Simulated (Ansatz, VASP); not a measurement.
**One calculation of Ir, two programs**

```
Ir
1.0
     0.00000    1.93534    1.93534
     1.93534    0.00000    1.93534
     1.93534    1.93534    0.00000
Ir
1
Direct
  0.00000 0.00000 0.00000
```

Alike in both runs: functional PBE; k mesh 18 × 18 × 18; occupations gaussian, width 0.1 eV; no spin polarisation.

Ansatz relaxed the structure, and its values are those at the end. VASP's run is a single point on that final structure, the one shown.

|  | VASP | Ansatz |
| --- | --- | --- |
| version | VASP 6.6.1 | Ansatz 0.2.0 |
| potentials or method | VASP PAW PBE potentials, release 64 (Ir), cutoff 520 eV | scalar-relativistic, plane waves, PAW |
| valence electrons in the cell | 9 | 17 |

Ansatz gave:

| Item | Value |
| --- | --- |
| gap on the k mesh at the Fermi level (eV) | none |
| pressure (GPa) | 0.0 |

Task: Estimate VASP's values.

Result: gap on the k mesh at the Fermi level (eV): none; pressure (GPa): 0.5.

A gap of «none» marks a metal or a gap that the smearing closes. VASP's potentials hold 9 valence electrons a cell and Ansatz's 17, so a difference there can come from the potentials and not from the codes.

Spin-orbit coupling is off throughout.
